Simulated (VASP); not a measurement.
A run of VASP 6.6.1 is set up as follows.

INCAR

```
PREC = Accurate ; ENCUT = 600
EDIFF = 1E-6 ; ISMEAR = -1
SIGMA = 0.05 ; LREAL = F
LASPH = T ; NELM = 60
ALGO = Normal ; ISIF = 3
LWAVE = F ; LCHARG = F
GGA = PS ; IBRION = 2
NSW = 80 ; EDIFFG = -0.02
PSTRESS = 100.0
```

KPOINTS

```
regular mesh
0
Gamma
  7 7 7
```

File POSCAR:

```
HgTe
1.0
    0.0000000000      3.2145000000      3.2145000000
    3.2145000000      0.0000000000      3.2145000000
    3.2145000000      3.2145000000      0.0000000000
Hg Te
1 1
Direct
    0.0000000000      0.0000000000      0.0000000000
    0.7500000000      0.7500000000      0.7500000000
```

Potentials or basis: VASP PAW PBE potentials, release 64 (Hg, Te).

Launch:

```bash
$ cat potpaw_PBE.64/Hg/POTCAR potpaw_PBE.64/Te/POTCAR > POTCAR
$ mpirun -np 1 vasp_std > vasp.out
```

Q: Predict the band gap on the k mesh.

A: Zero (filled and empty bands touch).

Q: Predict the relaxed cell.

A: a = 4.373 Å, b = 4.373 Å, c = 4.373 Å, α = 60.00°, β = 60.00°, γ = 60.00°.

Q: Predict the space group after relaxing (to 0.05 Å).

A: F-43m (No. 216).

Final structure:
```
CELL_PARAMETERS angstrom
0.00000 3.09228 3.09228
3.09228 0.00000 3.09228
3.09228 3.09228 0.00000
ATOMIC_POSITIONS crystal
Hg 0.00000 0.00000 0.00000
Te 0.75000 0.75000 0.75000
```

Caveat: spin-orbit coupling is left out, which moves the levels of the heavy elements.
